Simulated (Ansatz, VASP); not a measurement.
**RbBr in VASP and in Ansatz**

Contents of INCAR:

```
  ALGO = Normal
  EDIFF = 1E-7
  ENCUT = 520
  GGA = PE
  ISIF = 2
  ISMEAR = 0
  LASPH = T
  LCHARG = F
  LREAL = F
  LWAVE = F
  NBANDS = 15
  NELM = 100
  PREC = Accurate
  SIGMA = 0.05
```

KPOINTS

```
k-points
0
Gamma
  6 6 6
```

The input POSCAR:

```
RbBr
1.0
    4.1371365051      0.0000000000      0.0000000000
    0.0000000000      4.1371365051      0.0000000000
    0.0000000000      0.0000000000      4.1929021031
Rb Br
1 1
Direct
   -0.0694336317      0.0000000000      0.0000000000
    0.5742683689      0.5000000000      0.5000000000
```

Input for Ansatz:

```yaml
crystal:
  lattice:
    - [4.1371365051, 0.0, 0.0]
    - [0.0, 4.1371365051, 0.0]
    - [0.0, 0.0, 4.1929021031]
  atoms:
    - { symbol: Rb, position: [-0.0694336317, 0.0, 0.0] }
    - { symbol: Br, position: [0.5742683689, 0.5, 0.5] }
basis:
  ecutwfc: 420
kpoints:
  mp_grid: { grid: [6, 6, 6] }
hamiltonian:
  xc: pbe
  pseudopotentials: { kind: paw }
scf:
  occupations: { method: gaussian, width: 0.05 }
output:
  forces: true
  stress: true
  eigenvalues: true
```

Change from the starting cell: mode 4 frozen in at -0.311 Å, equal normal strain along x and y -0.0133.

Alike in both runs: task single point; functional PBE; k mesh 6 × 6 × 6; occupations gaussian, width 0.05 eV; no spin polarisation.

|  | VASP | Ansatz |
| --- | --- | --- |
| version | VASP 6.6.1 | Ansatz 0.2.0 |
| potentials or method | VASP PAW PBE potentials, release 64 (Rb_sv, Br), cutoff 520 eV | scalar-relativistic, plane waves, PAW |
| valence electrons in the cell | 16 | 16 |

VASP gave:

```
gap on the k mesh at the Fermi level (eV)                     : 4.05
least direct gap on the mesh (eV)                             : 4.20
pressure (GPa)                                                : 2.0
traceless stress, the component that is largest in VASP (GPa) : -0.49
rms of the force components (eV/Å)                            : 0.265
```

Question: Which values does Ansatz return?

Answer: gap on the k mesh at the Fermi level (eV): 4.05; least direct gap on the mesh (eV): 4.20; pressure (GPa): 2.0; traceless stress, the component that is largest in VASP (GPa): -0.48; rms of the force components (eV/Å): 0.261.

Atom by atom the forces differ by 0.003 eV/Å (rms over components). The functional is the same, so the differences come from potentials, cutoffs and numerics.
